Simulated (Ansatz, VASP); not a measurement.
## One calculation of MnS, two programs

INCAR

```
SYSTEM = MnS
PREC = Accurate
ENCUT = 520
EDIFF = 1E-6
ISMEAR = -1
SIGMA = 0.05
LREAL = .False.
LASPH = .True.
NELM = 150
ALGO = Normal
ISIF = 2
LWAVE = .False.
LCHARG = .False.
ISPIN = 2
MAGMOM = 5.5 0
LORBIT = 11
LMAXMIX = 4
GGA = PS
NBANDS = 20
```

File KPOINTS:

```
regular mesh
0
Gamma
  9 9 9
  0 0 0
```

File POSCAR:

```
MnS
1.0
    0.0000000000      2.6045000000      2.6045000000
    2.6045000000      0.0000000000      2.6045000000
    2.6045000000      2.6045000000      0.0000000000
Mn S
1 1
Direct
    0.0000000000      0.0000000000      0.0000000000
    0.5000000000      0.5000000000      0.5000000000
```

File input.yaml:

```yaml
crystal:
  lattice:
    - [0.0, 2.6045, 2.6045]
    - [2.6045, 0.0, 2.6045]
    - [2.6045, 2.6045, 0.0]
  atoms:
    - { symbol: Mn, position: [0.0, 0.0, 0.0], spin: 5.5 }
    - { symbol: S, position: [0.5, 0.5, 0.5] }
hamiltonian:
  xc: pbesol
  pseudopotentials: { kind: paw }
magnetization:
  spin_polarized: true
kpoints:
  mp_grid: { grid: [9, 9, 9] }
scf:
  occupations: { method: fermi_dirac, width: 0.05 }
output:
  forces: true
  stress: true
  eigenvalues: true
```

Alike in both runs: task single point; functional PBEsol; k mesh 9 × 9 × 9; occupations fermi-dirac, width 0.05 eV; collinear spin.

```csv
,VASP,Ansatz
version,VASP 6.6.1,Ansatz 0.2.0
potentials or method,"VASP PAW PBE potentials, release 64 (Mn_pv, S)",Ansatz PAW
plane-wave cutoff (eV),520,420
valence electrons in the cell,19,21
```

|  | VASP | Ansatz | Ansatz less VASP |
| --- | --- | --- | --- |
| gap on the k mesh at the Fermi level (eV) | none | none | - |
| pressure (GPa) | -7.2 | -7.3 | -0.12 |
| net moment per atom (μB) | 2.34 | 2.34 | -0.001 |
| size of the moment on the site where the two differ most (μB) | 4.23 | 4.18 | -0.048 |

VASP's potentials were made for PBE, not for PBEsol. Site moments also hang on the region over which each program counts them. A gap of «none» marks a metal or a gap that the smearing closes. With one functional, cell and mesh, what is left measures potentials, basis and numerics. VASP's potentials hold 19 valence electrons a cell and Ansatz's 21, so a difference there can come from the potentials and not from the codes.
